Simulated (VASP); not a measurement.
# ZrS2 (P-3m1) in VASP: single point with HSE06

Aim: the single point of ZrS2 with HSE06.

Program: VASP 6.6.1. These are calculated values, not measurements. Logs are shortened: lines on timing, memory, paths and dates and some standing lists are left out, and cuts for length are marked.

### 1 The cell of the first run

It takes space group P-3m1 (No. 164, trigonal). Conventional cell: a = 3.674 Å, b = 3.674 Å, c = 5.857 Å, α = 90.00°, β = 90.00°, γ = 120.00°. Zr (site symmetry -3m) has 6 S at 2.57 Å within 3.4 Å. Within 3.4 Å of S (site symmetry 3m) lie 3 Zr at 2.57 Å.

### 2 Single point, HSE06

Input file POSCAR:

```
ZrS2
1.0
    3.6743619249      0.0000000000      0.0000000000
   -1.8371809625      3.1820907696      0.0000000000
    0.0000000000      0.0000000000      5.8571358083
Zr S
1 2
Direct
    0.0000000000      0.0000000000      0.0000000000
    0.6666666667      0.3333333333      0.7537648221
    0.3333333333      0.6666666667      0.2462351779
```

Input file INCAR.step1:

```
  PREC = Accurate
  ENCUT = 400
  EDIFF = 1E-5
  ISMEAR = 0
  SIGMA = 0.01
  LREAL = False
  LASPH = True
  NELM = 120
  ALGO = Normal
  ISIF = 2
  LWAVE = True
  LCHARG = False
  NBANDS = 19
  GGA = PE
  GGA_COMPAT = False
```

Input file INCAR.step2:

```
  PREC = Accurate
  ENCUT = 400
  EDIFF = 1E-6
  ISMEAR = 0
  SIGMA = 0.01
  LREAL = False
  LASPH = True
  NELM = 120
  ALGO = Normal
  ISIF = 2
  LWAVE = False
  LCHARG = False
  GGA = PE
  LHFCALC = True
  HFSCREEN = 0.2079
  PRECFOCK = Normal
  NBANDS = 19
  ISTART = 1
  GGA_COMPAT = False
```

Input file KPOINTS:

```
Automatic mesh
0
Gamma
  6 6 2
```

Potentials or basis: VASP PAW PBE potentials, release 64 (Zr_sv, S).

The run is started by

```console
$ cat potpaw_PBE.64/Zr_sv/POTCAR potpaw_PBE.64/S/POTCAR > POTCAR
$ cp INCAR.step1 INCAR
$ mpirun -np 1 vasp_std > vasp.out
$ cp INCAR.step2 INCAR
$ mpirun -np 1 vasp_std > vasp.out
```

OUTCAR:

```text
PREC = Accurate
   ENCUT = 400
   EDIFF = 1E-6
   ISMEAR = 0
   LREAL = False
   LASPH = True
   NELM = 120
   ISIF = 2
   GGA = PE
   LHFCALC = True
   HFSCREEN = 0.2079
   PRECFOCK = Normal
   ISTART = 1

 ion  position               nearest neighbor table
   1  0.000  0.000  0.000-   2 2.57   3 2.57   3 2.57   2 2.57   2 2.57   3 2.57
   2  0.667  0.333  0.754-   1 2.57   1 2.57   1 2.57
   3  0.333  0.667  0.246-   1 2.57   1 2.57   1 2.57

  LATTYP: Found a hexagonal cell.
 ALAT       =     3.6743619249
 C/A-ratio  =     1.5940552205

  Lattice vectors:

 A1 = (   3.6743619249,   0.0000000000,   0.0000000000)
 A2 = (  -1.8371809625,   3.1820907696,   0.0000000000)
 A3 = (   0.0000000000,   0.0000000000,   5.8571358083)

Analysis of symmetry for initial positions (statically):
=====================================================================
 Subroutine PRICEL returns:
 Original cell was already a primitive cell.

 Routine SETGRP: Setting up the symmetry group for a
 hexagonal supercell.

 Subroutine GETGRP returns: Found 12 space group operations
 (whereof 12 operations were pure point group operations)
 out of a pool of 24 trial point group operations.

The static configuration has the point symmetry D_3d.

Analysis of symmetry for dynamics (positions and initial velocities):
=====================================================================
 Subroutine PRICEL returns:
 Original cell was already a primitive cell.

 Routine SETGRP: Setting up the symmetry group for a
 hexagonal supercell.

 Subroutine GETGRP returns: Found 12 space group operations
 (whereof 12 operations were pure point group operations)
 out of a pool of 24 trial point group operations.

The dynamic configuration has the point symmetry D_3d.

 Subroutine INISYM returns: Found 12 space group operations
 (whereof 12 operations are pure point group operations),
 and found     1 'primitive' translations

----------------------------------------------------------------------------------------

                                     Primitive cell

  volume of cell :      68.4825

  direct lattice vectors                    reciprocal lattice vectors
     3.674361925  0.000000000  0.000000000     0.272156097  0.157129396  0.000000000
    -1.837180962  3.182090770  0.000000000     0.000000000  0.314258792  0.000000000
     0.000000000  0.000000000  5.857135808     0.000000000  0.000000000  0.170731913

  length of vectors
     3.674361925  3.674361925  5.857135808     0.314258792  0.314258792  0.170731913

  position of ions in fractional coordinates (direct lattice)
     0.000000000  0.000000000  0.000000000
     0.666666667  0.333333333  0.753764822
     0.333333333  0.666666667  0.246235178

  ion indices of the primitive-cell ions
   primitive index   ion index
                 1           1
                 2           2
                 3           3

----------------------------------------------------------------------------------------

 KPOINTS: Automatic mesh

Automatic generation of k-mesh.
 Grid dimensions read from file:
 generate k-points for:    6    6    2

 Generating k-lattice:

  Cartesian coordinates                     Fractional coordinates (reciprocal lattice)
     0.045359349  0.026188233  0.000000000     0.166666667 -0.000000000  0.000000000
     0.000000000  0.052376465  0.000000000     0.000000000  0.166666667  0.000000000
     0.000000000  0.000000000  0.085365956     0.000000000  0.000000000  0.500000000

  Length of vectors
     0.052376465  0.052376465  0.085365956

  Shift w.r.t. Gamma in fractional coordinates (k-lattice)
     0.000000000  0.000000000  0.000000000

 Subroutine IBZKPT returns following result:
 ===========================================

 Found     14 irreducible k-points:

 Following reciprocal coordinates:
            Coordinates               Weight
  0.000000  0.000000  0.000000      1.000000
  0.166667 -0.000000  0.000000      6.000000
  0.333333 -0.000000  0.000000      6.000000
  0.500000 -0.000000  0.000000      3.000000
  0.166667  0.166667  0.000000      6.000000
  0.333333  0.166667  0.000000     12.000000
  0.333333  0.333333  0.000000      2.000000
  0.000000  0.000000  0.500000      1.000000
  0.166667 -0.000000  0.500000      6.000000
  0.333333 -0.000000  0.500000      6.000000
  0.500000 -0.000000  0.500000      3.000000
  0.166667  0.166667  0.500000      6.000000
  0.333333  0.166667  0.500000     12.000000
  0.333333  0.333333  0.500000      2.000000
   k-points           NKPTS =     14   k-points in BZ     NKDIM =     72   number of bands    NBANDS=     19
   number of dos      NEDOS =    301   number of ions     NIONS =      3
   total plane-waves  NPLWV =  23040
   dimension x,y,z NGX =    24 NGY =   24 NGZ =   40
   dimension x,y,z NGXF=    48 NGYF=   48 NGZF=   80
   ions per type =               1   2
   NGX,Y,Z   is equivalent  to a cutoff of  10.86, 10.86, 11.35 a.u.
   NGXF,Y,Z  is equivalent  to a cutoff of  21.72, 21.72, 22.71 a.u.
 SYSTEM =  unknown system
   PREC   = accura    normal or accurate (medium, high low for compatibility)
   ISTART =      1    job   : 0-new  1-cont  2-samecut
   ICHARG =      0    charge: 1-file 2-atom 10-const
   ISPIN  =      1    spin polarized calculation?
   LNONCOLLINEAR =      F non collinear calculations
   LSORBIT =      F    spin-orbit coupling
   LASPH  =      T    aspherical Exc in radial PAW
   ENCUT  =  400.0 eV  29.40 Ry    5.42 a.u.   5.99  5.99  9.55*2*pi/ulx,y,z
   NELM   =    120;   NELMIN=  2; NELMDL=  0     # of ELM steps
   EDIFF  = 0.1E-05   stopping-criterion for ELM
   LREAL  =      F    real-space projection
   EDIFFG = 0.1E-04   stopping-criterion for IOM
   NSW    =      0    number of steps for IOM
   IBRION =     -1    ionic relax: 0-MD 1-quasi-New 2-CG
   NFREE  =      0    steps in history (QN), initial steepest desc. (CG)
   ISIF   =      2    stress and relaxation
   ISYM   =      3    0-nonsym 1-usesym 2-fastsym
   POTIM  = 0.5000    time-step for ionic-motion
   TEBEG  =    0.0;   TEEND  =   0.0 temperature during run
   PSTRESS=    0.0 pullay stress
   NELECT =      24.0000    total number of electrons
   NUPDOWN=      -1.0000    fix difference up-down
   EMIN   =  10.00;   EMAX   =-10.00  energy-range for DOS
   EFERMI =   0.00;   METHOD = LEGACY
   ISMEAR =     0;   SIGMA  =   0.01  broadening in eV -4-tet -1-fermi 0-gaus
   EFERMI_NEDOS =   21; number of points for ismear=-14 and -15
   IALGO  =     38    algorithm
   IMIX   =      1    mixing-type and parameters
     AMIX     =   0.40;   BMIX     =  1.00
     AMIX_MAG =   1.60;   BMIX_MAG =  1.00
  volume/ion in A,a.u.               =      22.83       154.05
  Fermi-wavevector in a.u.,A,eV,Ry     =   1.154211  2.181143 18.125731  1.332204
  Thomas-Fermi vector in A             =   2.290849
   LORBIT       =      0    0 simple, 1 ext, 2 COOP (PROOUT), +10 PAW based schemes
   GGA     = PE    functional components
   LHFCALC =     T    Hartree Fock is set to
   PRECFOCK=normal    Normal, Fast or Accurate (Low or Medium for compatibility)
   ENCUT4O =  -1.0   cutoff for four orbital integrals eV
   NKREDX  =     1    reduce k-point grid by
   NKREDY  =     1    reduce k-point grid by
   NKREDZ  =     1    reduce k-point grid by
   AEXX    =    0.2500 exact exchange contribution
   HFSCREEN=    0.2079 screening length (either q_TF or 0.3 A-1)
   HFSCREENC=   0.2079 screening length for correlation (either q_TF or 0.3 A-1)
   ENCUTFOCK=  -1.0 apply spherical cutoff to Coloumb kernel
   IVDW    =     0    specifies the selected vdW correction
   LEPSILON=     F    determine dielectric tensor
   LRPA    =     F    only Hartree local field effects (RPA)
 non-spin polarized calculation
 Gauss-broadening in eV      SIGMA  =   0.01
  energy-cutoff  :      400.00
  volume of cell :       68.48
 maximum number of plane-waves:      1254
 NGX is ok and might be reduce to    24
  NGX = 18; NGY = 18; NGZ = 30

 number of electron      24.0000004 magnetization

 Free energy of the ion-electron system (eV)
  ---------------------------------------------------
  ext. energy  EPLUGINS =         0.00000000
  ---------------------------------------------------
  free energy    TOTEN  =       -25.41572275 eV

  energy without entropy =      -25.41572275  energy(sigma->0) =      -25.41572275

 E-fermi :   4.2881     XC(G=0):  -7.9438

 val. band max:        4.1387488833   @ k =   0.0000   0.0000   0.0000
 cond. band min:       5.8174956022   @ k =   0.5000  -0.0000   0.5000
 fundamental gap:      1.6787467189
 Fermi energy:         4.2880657745

 k-point     1 :       0.0000    0.0000    0.0000
  band No.  band energies     occupation
      1     -48.3444      2.00000
      2     -25.0191      2.00000
      3     -24.8366      2.00000
      4     -24.8366      2.00000
      5      -9.9927      2.00000
      6      -8.3162      2.00000
[... 11 lines left out ...]
     18      10.7557      0.00000
     19      10.9561      0.00000

 k-point     2 :       0.1667   -0.0000    0.0000
  band No.  band energies     occupation
      1     -48.3391      2.00000
      2     -25.0026      2.00000
      3     -24.9150      2.00000
      4     -24.8535      2.00000
      5      -9.6869      2.00000
      6      -8.3975      2.00000
[... 11 lines left out ...]
     18      12.0166      0.00000
     19      12.5690      0.00000

 k-point     3 :       0.3333   -0.0000    0.0000
  band No.  band energies     occupation
      1     -48.3283      2.00000
      2     -25.0689      2.00000
      3     -24.9687      2.00000
      4     -24.8870      2.00000
      5      -9.0508      2.00000
      6      -8.5107      2.00000
[... 11 lines left out ...]
     18      12.6435      0.00000
     19      13.4407      0.00000

 k-point     4 :       0.5000   -0.0000    0.0000
  band No.  band energies     occupation
      1     -48.3229      2.00000
      2     -25.1435      2.00000
      3     -24.9521      2.00000
      4     -24.9036      2.00000
      5      -8.8556      2.00000
      6      -8.3866      2.00000
[... 187 lines left out ...]
     18      13.6521      0.00000
     19      13.6755      0.00000

 k-point    13 :       0.3333    0.1667    0.5000
  band No.  band energies     occupation
      1     -48.3230      2.00000
      2     -25.1033      2.00000
      3     -24.9542      2.00000
      4     -24.9434      2.00000
      5      -8.8107      2.00000
      6      -8.4259      2.00000
[... 11 lines left out ...]
     18      12.2270      0.00000
     19      13.1990      0.00000

 k-point    14 :       0.3333    0.3333    0.5000
  band No.  band energies     occupation
      1     -48.3203      2.00000
      2     -25.0475      2.00000
      3     -25.0475      2.00000
      4     -24.9449      2.00000
      5      -8.5424      2.00000
      6      -8.5424      2.00000
[... 11 lines left out ...]
     18      13.3238      0.00000
     19      13.8587      0.00000

------------------------ aborting loop because EDIFF is reached ----------------------------------------

  FORCE on cell =-STRESS in cart. coord.  units (eV):
  Direction    XX          YY          ZZ          XY          YZ          ZX
  --------------------------------------------------------------------------------------
  -------------------------------------------------------------------------------------
  Total       -0.0937662     -0.0937662      0.1959566      0.0000000      0.0000000     -0.0000000
  in kB       -2.1936999     -2.1936999      4.5844875      0.0000000      0.0000000     -0.0000000
  external PRESSURE =       0.0656959 kB  Pullay stress =       0.0000000 kB

 VOLUME and BASIS-vectors are now :
 -----------------------------------------------------------------------------
  energy-cutoff  :      400.00
  volume of cell :       68.48
      direct lattice vectors                 reciprocal lattice vectors
     3.674361925  0.000000000  0.000000000     0.272156097  0.157129396  0.000000000
    -1.837180962  3.182090770  0.000000000     0.000000000  0.314258792  0.000000000
     0.000000000  0.000000000  5.857135808     0.000000000  0.000000000  0.170731913

 POSITION                                       TOTAL-FORCE (eV/Angst)
 -----------------------------------------------------------------------------------
      0.00000      0.00000      0.00000        -0.000000      0.000000      0.000000
      1.83718      1.06070      4.41490         0.000000     -0.000000      0.189714
     -0.00000      2.12139      1.44223        -0.000000      0.000000     -0.189714
 -----------------------------------------------------------------------------------
    total drift:                                0.000000     -0.000000      0.000001

  FREE ENERGIE OF THE ION-ELECTRON SYSTEM (eV)
  ---------------------------------------------------
  free  energy   TOTEN  =       -25.4157227460 eV

  energy  without entropy=      -25.4157227460  energy(sigma->0) =      -25.41572275
```

It took 7 min on 1 thread of Intel Xeon 6975P-C (Granite Rapids), shared host; peak memory 0.26 GiB.

What came out:

```yaml
Free_energy: -25.4157 eV
Pressure: 0.0 GPa
Largest_force: 0.190 eV/Å
Band_gap_on_the_k_mesh: 1.68 eV, indirect (least direct gap 2.39 eV)
```

Forces in eV/Å, atoms in the order of the input:
```
Zr   0.000  0.000  0.000
S    0.000  0.000  0.190
S    0.000  0.000 -0.190
```

Stress tensor (GPa, compression positive):
```
-0.22  0.00  0.00
 0.00 -0.22  0.00
 0.00  0.00  0.46
```

Levels at points of the mesh, in eV from the valence-band top:
```csv
k point,band 10,band 11,band 12,band 13,band 14,band 15
"(0.00, 0.00, 0.00)",-0.18,-0.18,0.00,2.39,2.39,3.30
"(0.50, 0.00, 0.00)",-2.74,-2.11,-1.49,1.84,4.28,4.58
"(0.00, 0.00, 0.50)",-1.97,-0.34,-0.34,2.34,2.34,3.64
"(0.50, 0.00, 0.50)",-2.56,-1.19,-0.93,1.68,4.26,4.59
```

Caveat: the k points lie up to 0.54 Å⁻¹ apart; the PAW data sets were made with another functional, which shifts forces and pressure a little; this functional lacks dispersion, which binds the layers, so the pressure and a relaxed spacing across them are unreliable. A k mesh can miss the band edges.
